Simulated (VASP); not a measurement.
# Li (Fm-3m) in VASP: a series of runs

Li is run at these levels: LDA; tasks: electric field gradients.

Program: VASP 6.6.1. These are calculated values, not measurements. Logs are shortened: lines on timing, memory, paths and dates and some standing lists are left out, and cuts for length are marked.

**1. The cell of the first run**

The structure is cubic, space group Fm-3m (No. 225). The conventional cell has a = 4.490 Å, b = 4.490 Å, c = 4.490 Å, α = 90.00°, β = 90.00°, γ = 90.00°. Li (site symmetry m-3m) has 12 Li at 3.18 Å within 4.2 Å.

This isn't the form of Li at room conditions, which is bcc.

**2. Electric field gradients, LDA (22.64 Å³/atom)**

File INCAR:

```
PREC = Accurate ; ENCUT = 520
EDIFF = 1E-8 ; ISMEAR = -1
SIGMA = 0.05 ; LREAL = F
LASPH = T ; NELM = 60
ALGO = Normal ; ISIF = 2
LWAVE = F ; LCHARG = F
GGA = CA ; LEFG = T
NBANDS = 8
```

File KPOINTS:

```
Automatic mesh
0
Gamma
  16 16 16
```

File POSCAR:

```
Li
1.0
    0.0000000000      2.2451874350      2.2451874350
    2.2451874350      0.0000000000      2.2451874350
    2.2451874350      2.2451874350      0.0000000000
Li
1
Direct
    0.0000000000      0.0000000000      0.0000000000
```

Potentials or basis: VASP PAW LDA potentials, release 64 (Li_sv).

Started as:

```console
$ cat potpaw_LDA.64/Li_sv/POTCAR > POTCAR
$ mpirun -np 1 vasp_std > vasp.out
```

OUTCAR:

```text
PREC = Accurate
   ENCUT = 520
   EDIFF = 1E-8
   ISMEAR = -1
   LREAL = F
   LASPH = T
   NELM = 60
   ISIF = 2
   GGA = CA

 ion  position               nearest neighbor table
   1  0.000  0.000  0.000-

  LATTYP: Found a face centered cubic cell.
 ALAT       =     4.4903748700

  Lattice vectors:

 A1 = (   0.0000000000,   2.2451874350,   2.2451874350)
 A2 = (   2.2451874350,   0.0000000000,   2.2451874350)
 A3 = (   2.2451874350,   2.2451874350,   0.0000000000)

Analysis of symmetry for initial positions (statically):
=====================================================================
 Subroutine PRICEL returns:
 Original cell was already a primitive cell.

 Routine SETGRP: Setting up the symmetry group for a
 face centered cubic supercell.

 Subroutine GETGRP returns: Found 48 space group operations
 (whereof 48 operations were pure point group operations)
 out of a pool of 48 trial point group operations.

The static configuration has the point symmetry O_h .

Analysis of symmetry for dynamics (positions and initial velocities):
=====================================================================
 Subroutine PRICEL returns:
 Original cell was already a primitive cell.

 Routine SETGRP: Setting up the symmetry group for a
 face centered cubic supercell.

 Subroutine GETGRP returns: Found 48 space group operations
 (whereof 48 operations were pure point group operations)
 out of a pool of 48 trial point group operations.

The dynamic configuration has the point symmetry O_h .

 Subroutine INISYM returns: Found 48 space group operations
 (whereof 48 operations are pure point group operations),
 and found     1 'primitive' translations

----------------------------------------------------------------------------------------

                                     Primitive cell

  volume of cell :      22.6354

  direct lattice vectors                    reciprocal lattice vectors
     0.000000000  2.245187435  2.245187435    -0.222698556  0.222698556  0.222698556
     2.245187435  0.000000000  2.245187435     0.222698556 -0.222698556  0.222698556
     2.245187435  2.245187435  0.000000000     0.222698556  0.222698556 -0.222698556

  length of vectors
     3.175174521  3.175174521  3.175174521     0.385725214  0.385725214  0.385725214

  position of ions in fractional coordinates (direct lattice)
     0.000000000  0.000000000  0.000000000

  ion indices of the primitive-cell ions
   primitive index   ion index
                 1           1

----------------------------------------------------------------------------------------

 KPOINTS: Automatic mesh

Automatic generation of k-mesh.
 Grid dimensions read from file:
 generate k-points for:   16   16   16

 Generating k-lattice:

  Cartesian coordinates                     Fractional coordinates (reciprocal lattice)
    -0.013918660  0.013918660  0.013918660     0.062500000  0.000000000  0.000000000
     0.013918660 -0.013918660  0.013918660     0.000000000  0.062500000  0.000000000
     0.013918660  0.013918660 -0.013918660     0.000000000  0.000000000  0.062500000

  Length of vectors
     0.024107826  0.024107826  0.024107826

  Shift w.r.t. Gamma in fractional coordinates (k-lattice)
     0.000000000  0.000000000  0.000000000

 Subroutine IBZKPT returns following result:
 ===========================================

 Found    145 irreducible k-points:

 Following reciprocal coordinates:
            Coordinates               Weight
  0.000000  0.000000  0.000000      1.000000
  0.062500  0.000000  0.000000      8.000000
  0.125000  0.000000  0.000000      8.000000
  0.187500  0.000000  0.000000      8.000000
  0.250000  0.000000  0.000000      8.000000
  0.312500  0.000000  0.000000      8.000000
[... 16 lines left out ...]
 -0.125000  0.062500  0.000000     24.000000
 -0.062500  0.062500  0.000000     12.000000
 [... further k-points ...]
   k-points           NKPTS =    145   k-points in BZ     NKDIM =    145   number of bands    NBANDS=      8
   number of dos      NEDOS =    301   number of ions     NIONS =      1
   total plane-waves  NPLWV =  13824
   dimension x,y,z NGX =    24 NGY =   24 NGZ =   24
   dimension x,y,z NGXF=    48 NGYF=   48 NGZF=   48
   ions per type =               1
   NGX,Y,Z   is equivalent  to a cutoff of  12.57, 12.57, 12.57 a.u.
   NGXF,Y,Z  is equivalent  to a cutoff of  25.13, 25.13, 25.13 a.u.
 SYSTEM =  unknown system
   PREC   = accura    normal or accurate (medium, high low for compatibility)
   ISTART =      0    job   : 0-new  1-cont  2-samecut
   ICHARG =      2    charge: 1-file 2-atom 10-const
   ISPIN  =      1    spin polarized calculation?
   LNONCOLLINEAR =      F non collinear calculations
   LSORBIT =      F    spin-orbit coupling
   LASPH  =      T    aspherical Exc in radial PAW
   ENCUT  =  520.0 eV  38.22 Ry    6.18 a.u.   5.90  5.90  5.90*2*pi/ulx,y,z
   NELM   =     60;   NELMIN=  2; NELMDL= -5     # of ELM steps
   EDIFF  = 0.1E-07   stopping-criterion for ELM
   LREAL  =      F    real-space projection
   EDIFFG = 0.1E-06   stopping-criterion for IOM
   NSW    =      0    number of steps for IOM
   IBRION =     -1    ionic relax: 0-MD 1-quasi-New 2-CG
   NFREE  =      0    steps in history (QN), initial steepest desc. (CG)
   ISIF   =      2    stress and relaxation
   ISYM   =      2    0-nonsym 1-usesym 2-fastsym
   POTIM  = 0.5000    time-step for ionic-motion
   TEBEG  =    0.0;   TEEND  =   0.0 temperature during run
   PSTRESS=    0.0 pullay stress
   NELECT =       3.0000    total number of electrons
   NUPDOWN=      -1.0000    fix difference up-down
   EMIN   =  10.00;   EMAX   =-10.00  energy-range for DOS
   EFERMI =   0.00;   METHOD = LEGACY
   ISMEAR =    -1;   SIGMA  =   0.05  broadening in eV -4-tet -1-fermi 0-gaus
   EFERMI_NEDOS =   21; number of points for ismear=-14 and -15
   IALGO  =     38    algorithm
   IMIX   =      4    mixing-type and parameters
     AMIX     =   0.40;   BMIX     =  1.00
     AMIX_MAG =   1.60;   BMIX_MAG =  1.00
  volume/ion in A,a.u.               =      22.64       152.75
  Fermi-wavevector in a.u.,A,eV,Ry     =   0.834679  1.577314  9.479022  0.696688
  Thomas-Fermi vector in A             =   1.948110
   LORBIT       =      0    0 simple, 1 ext, 2 COOP (PROOUT), +10 PAW based schemes
   GGA     = CA    functional components
   LHFCALC =     F    Hartree Fock is set to
   AEXX    =    0.0000 exact exchange contribution
   IVDW    =     0    specifies the selected vdW correction
   LEPSILON=     F    determine dielectric tensor
   LRPA    =     F    only Hartree local field effects (RPA)
 non-spin polarized calculation
  energy-cutoff  :      520.00
  volume of cell :       22.64
 maximum number of plane-waves:       620
   NGX = 11   NGY = 11   NGZ = 11

 number of electron       3.0000008 magnetization

 Free energy of the ion-electron system (eV)
  ---------------------------------------------------
  ext. energy  EPLUGINS =         0.00000000
  ---------------------------------------------------
  free energy    TOTEN  =        -2.02473273 eV

  energy without entropy =       -2.02098785  energy(sigma->0) =       -2.02286029

 E-fermi :   0.2967     XC(G=0):  -6.8714

 val. band max:        0.2199777576   @ k =  -0.4375   0.0625   0.0000
 cond. band min:       0.3025301433   @ k =   0.4375   0.3125   0.0000
 fundamental gap:      0.0825523857
 Fermi energy:         0.2967202867

 k-point     1 :       0.0000    0.0000    0.0000
  band No.  band energies     occupation
      1     -45.5193      2.00000
      2      -3.0505      2.00000
      3      13.3503      0.00000
      4      13.3503      0.00000
      5      13.3503      0.00000
      6      17.3084      0.00000
      7      17.3084      0.00000
      8      17.3084      0.00000

 k-point     2 :       0.0625    0.0000    0.0000
  band No.  band energies     occupation
      1     -45.5188      2.00000
      2      -2.9843      2.00000
      3      12.6933      0.00000
      4      13.2145      0.00000
      5      13.2145      0.00000
      6      16.6716      0.00000
      7      17.5551      0.00000
      8      17.5551      0.00000
[... 221 lines left out ...]
 k-point    23 :      -0.1250    0.0625    0.0000
  band No.  band energies     occupation
      1     -45.5164      2.00000
      2      -2.6318      2.00000
      3      10.5689      0.00000
      4      11.8124      0.00000
      5      13.3057      0.00000
      6      16.4262      0.00000
      7      17.9018      0.00000
      8      18.7390      0.00000

 k-point    24 :      -0.0625    0.0625    0.0000
  band No.  band energies     occupation
      1     -45.5180      2.00000
      2      -2.8742      2.00000
      3      12.1373      0.00000
      4      12.3120      0.00000
      5      13.4046      0.00000
      6      16.3351      0.00000
      7      17.5407      0.00000
      8      18.5175      0.00000

 [... further k-points ...]

------------------------ aborting loop because EDIFF is reached ----------------------------------------

  FORCE on cell =-STRESS in cart. coord.  units (eV):
  Direction    XX          YY          ZZ          XY          YZ          ZX
  --------------------------------------------------------------------------------------
  -------------------------------------------------------------------------------------
  Total       -0.2942359     -0.2942359     -0.2942359     -0.0000000     -0.0000000      0.0000000
  in kB      -20.8266053    -20.8266053    -20.8266053     -0.0000000     -0.0000000      0.0000000
  external PRESSURE =     -20.8266053 kB  Pullay stress =       0.0000000 kB

 VOLUME and BASIS-vectors are now :
 -----------------------------------------------------------------------------
  energy-cutoff  :      520.00
  volume of cell :       22.64
      direct lattice vectors                 reciprocal lattice vectors
     0.000000000  2.245187435  2.245187435    -0.222698556  0.222698556  0.222698556
     2.245187435  0.000000000  2.245187435     0.222698556 -0.222698556  0.222698556
     2.245187435  2.245187435  0.000000000     0.222698556  0.222698556 -0.222698556

 POSITION                                       TOTAL-FORCE (eV/Angst)
 -----------------------------------------------------------------------------------
      0.00000      0.00000      0.00000        -0.000000     -0.000000      0.000000
 -----------------------------------------------------------------------------------
    total drift:                               -0.000000      0.000000     -0.000000

  FREE ENERGIE OF THE ION-ELECTRON SYSTEM (eV)
  ---------------------------------------------------
  free  energy   TOTEN  =        -2.0247327325 eV

  energy  without entropy=       -2.0209878479  energy(sigma->0) =       -2.02286029

 Electric field gradients (V/A^2)
---------------------------------------------------------------------
 ion       V_xx      V_yy      V_zz      V_xy      V_xz      V_yz
---------------------------------------------------------------------
   1       0.000    -0.000     0.000     0.004     0.004     0.004
---------------------------------------------------------------------

 Electric field gradients after diagonalization (V/A^2)
 (convention: |V_zz| > |V_xx| > |V_yy|)
----------------------------------------------------------------------
 ion       V_xx      V_yy      V_zz     asymmetry (V_yy - V_xx)/ V_zz
----------------------------------------------------------------------
   1      -0.004    -0.004     0.009       0.000
----------------------------------------------------------------------

           NMR quadrupolar parameters

 Cq : quadrupolar parameter    Cq=e*Q*V_zz/h
 eta: asymmetry parameters     (V_yy - V_xx)/ V_zz
 Q  : nuclear electric quadrupole moment in mb (millibarn)
----------------------------------------------------------------------
 ion       Cq(MHz)       eta       Q (mb)
----------------------------------------------------------------------
   1       0.000       0.000       1.000
----------------------------------------------------------------------
```

Run time: 18 s. Hardware: 1 thread of Intel Xeon Platinum 8175M at 2.50GHz (Skylake/Cascade Lake), shared host; peak memory 0.13 GiB.

Results:

```yaml
Free_energy: -2.0247 eV
Band_gap_on_the_k_mesh: zero (an odd number of electrons rules out a gap without spin polarisation)
Largest_electric_field_gradient_by_atom: zero within the noise of the run
```

Caveat: the cutoff is under 1.25 times the usual one of these potentials, so pressure, stress and relaxed cells hold a basis-set (Pulay) error.

(Part 1 of 3 ends here.)
